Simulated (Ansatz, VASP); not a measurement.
# Two plane-wave programs on MoS2

```xyz
3
Lattice="3.1841 0.0000 0.0000 -1.5921 2.7575 0.0000 0.0000 0.0000 17.3346" Properties=species:S:1:pos:R:3 pbc="T T T"
Mo    0.0000    0.0000    0.0000
S     0.0000    1.8384   15.7833
S     0.0000    1.8384    1.5513
```

Alike in both runs: functional PBEsol; k mesh 12 × 12 × 2; no spin polarisation.

|  | VASP | Ansatz |
| --- | --- | --- |
| version | VASP 6.6.1 | Ansatz 0.2.0 |
| potentials or method | VASP PAW PBE potentials, release 64 (Mo_sv, S) | Ansatz PAW |
| plane-wave cutoff (eV) | 520 | 420 |
| occupations | gaussian, width 0.01 eV | fixed |
| valence electrons in the cell | 26 | 26 |
| task | single point | band structure |

Ansatz gave:

- gap on the k mesh at the Fermi level (eV): 1.58
- least direct gap on the mesh (eV): 1.66
- rms of the force components (eV/Å): 0.070

**Question.** What did VASP give for the same quantities?

**Answer.** gap on the k mesh at the Fermi level (eV): 1.59; least direct gap on the mesh (eV): 1.66; rms of the force components (eV/Å): 0.069.

VASP's potentials were made for PBE, not for PBEsol. Atom by atom the forces differ by 0.001 eV/Å (rms over components).
